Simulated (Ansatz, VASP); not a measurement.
**One calculation of CaAs2Pd2, two programs**

The input INCAR:

```
PREC = Accurate
ENCUT = 600
EDIFF = 1E-6
ISMEAR = 0
SIGMA = 0.1
LREAL = F
LASPH = T
NELM = 100
ALGO = Normal
ISIF = 3
LWAVE = F
LCHARG = F
IBRION = 2
NSW = 100
EDIFFG = -0.002
```

Contents of KPOINTS:

```
regular mesh
0
Gamma
  12 12 12
```

Contents of POSCAR:

```
CaAs2Pd2
1.0
   -2.1548951894      2.1548951894      5.1133625126
    2.1548951894     -2.1548951894      5.1133625126
    2.1548951894      2.1548951894     -5.1133625126
Ca As Pd
1 2 2
Direct
    0.0000000000      0.0000000000      0.0000000000
    0.3797473200      0.3797473200      0.0000000000
    0.6202526800      0.6202526800      0.0000000000
    0.7500000000      0.2500000000      0.5000000000
    0.2500000000      0.7500000000      0.5000000000
```

Input for Ansatz:

```yaml
crystal:
  lattice:
    - [-2.1548951894, 2.1548951894, 5.1133625126]
    - [2.1548951894, -2.1548951894, 5.1133625126]
    - [2.1548951894, 2.1548951894, -5.1133625126]
  atoms:
    - { symbol: Ca, position: [0.0, 0.0, 0.0] }
    - { symbol: As, position: [0.37974732, 0.37974732, 0.0] }
    - { symbol: As, position: [0.62025268, 0.62025268, 0.0] }
    - { symbol: Pd, position: [0.75, 0.25, 0.5] }
    - { symbol: Pd, position: [0.25, 0.75, 0.5] }
basis:
  ecutwfc: 420
kpoints:
  mp_grid: { grid: [12, 12, 12] }
hamiltonian:
  xc: lda
scf:
  occupations: { method: gaussian, width: 0.1 }
output:
  forces: true
  stress: true
  eigenvalues: true
relax:
  adjacent_minimum: "off"
  f_tol: 0.002
  max_steps: 80
  cell: { stress_tol: 0.02 }
```

Alike in both runs: task relaxation of cell and atoms; functional LDA; k mesh 12 × 12 × 12; occupations gaussian, width 0.1 eV; no spin polarisation.

```csv
,VASP,Ansatz
version,VASP 6.6.1,Ansatz 0.2.0
potentials or method,"VASP PAW LDA potentials, release 64 (Ca_sv, As, Pd), cutoff 600 eV","scalar-relativistic, plane waves, PAW"
valence electrons in the cell,40,76
```

Ansatz gave:

```
gap on the k mesh at the Fermi level, each at its own relaxed structure (eV)  : none
relaxed volume (Å³/atom)                                                      : 17.99
relaxed length of the cell vector where the two differ most in proportion (Å) : 5.842
```

Question: Estimate VASP's values.

Answer: gap on the k mesh at the Fermi level, each at its own relaxed structure (eV): none; relaxed volume (Å³/atom): 18.07; relaxed length of the cell vector where the two differ most in proportion (Å): 5.853.

LDA's correlation is that of Perdew and Zunger in VASP and of Perdew and Wang (1992) in Ansatz. A gap of «none» marks a metal or a gap that the smearing closes. VASP's potentials hold 40 valence electrons a cell and Ansatz's 76, so a difference there can come from the potentials and not from the codes.
